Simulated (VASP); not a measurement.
**HfO2: single point with LDA**

Crystal: HfO2.

```
Hf O
1.0
     5.18110    0.00000    0.00000
     0.00000    4.97560    0.00000
     0.00000    0.00000    4.99611
Hf O
4 8
Cartesian
  5.0171 3.6187 3.6778
  0.1702 1.3514 1.3600
  2.4202 1.3518 3.8578
  2.7545 3.6188 1.1798
  3.1927 4.4873 3.8440
  1.9790 0.4852 0.9417
  0.6113 0.4857 3.4425
  4.5788 4.4870 1.3471
  3.9216 2.2441 0.0514
  1.3467 2.7397 2.4827
  1.2435 2.7398 -0.0153
  3.8509 2.2442 2.5494
```

```
Program             : VASP 6.6.1
Task                : single point
Functional          : LDA
Potentials or basis : VASP PAW LDA potentials, release 64 (Hf_pv, O)
Cutoff              : 520 eV
k mesh              : 4 × 4 × 4
Occupations         : gaussian, width 0.01 eV
Spin                : no spin polarisation
```

The pressure is -5.0 GPa, the largest force is 0.103 eV/Å and the band gap on the k mesh is 4.09 eV (least direct gap 4.11 eV).

Forces on the atoms (eV/Å):
```
Hf  -0.021 -0.033  0.015
Hf   0.044  0.035  0.041
Hf  -0.041  0.032  0.054
Hf   0.021 -0.038  0.014
O    0.047  0.042 -0.081
O   -0.045 -0.038 -0.022
O    0.043 -0.042 -0.045
O   -0.043  0.048 -0.080
O   -0.039  0.021  0.024
O   -0.017 -0.022  0.026
O    0.027 -0.020  0.028
O    0.023  0.016  0.025
```

Stress tensor (GPa, compression positive):
```
-3.14  0.01  0.00
 0.01 -6.52  9.34
 0.00  9.34 -5.27
```

Levels at points of the mesh, in eV from the valence-band top:
```csv
k point,band 40,band 41,band 42,band 43,band 44,band 45,band 46,band 47,band 48,band 49
"(0.00, 0.00, 0.00)",-0.65,-0.30,-0.28,-0.07,-0.01,4.09,5.34,5.75,5.81,6.00
"(0.50, 0.00, 0.00)",-0.63,-0.40,-0.37,-0.30,-0.10,4.97,5.24,5.41,5.48,5.76
"(0.00, 0.50, 0.00)",-0.73,-0.50,-0.14,-0.04,0.00,4.67,5.02,5.26,5.37,5.56
"(0.50, 0.50, 0.00)",-0.63,-0.54,-0.54,-0.29,-0.24,5.16,5.17,5.48,5.48,5.85
"(0.00, 0.00, 0.50)",-0.86,-0.48,-0.48,-0.24,-0.24,5.28,5.28,5.57,5.57,6.19
"(0.50, 0.00, 0.50)",-1.08,-0.60,-0.60,-0.52,-0.52,5.47,5.47,5.62,5.63,6.09
"(0.00, 0.50, 0.50)",-0.93,-0.68,-0.68,-0.23,-0.23,4.86,4.87,5.53,5.53,5.84
"(0.50, 0.50, 0.50)",-1.34,-0.76,-0.76,-0.57,-0.57,5.37,5.37,5.49,5.49,5.85
```

Wall time 2.1 min on 1 thread of Intel(R) Xeon(R) 6975P-C (Granite Rapids), with other jobs on the host, peak memory 0.31 GiB.

Caveat: the cell stands under tension; spin-orbit coupling is left out, which moves the levels of the heavy elements. A k mesh can miss the band edges.
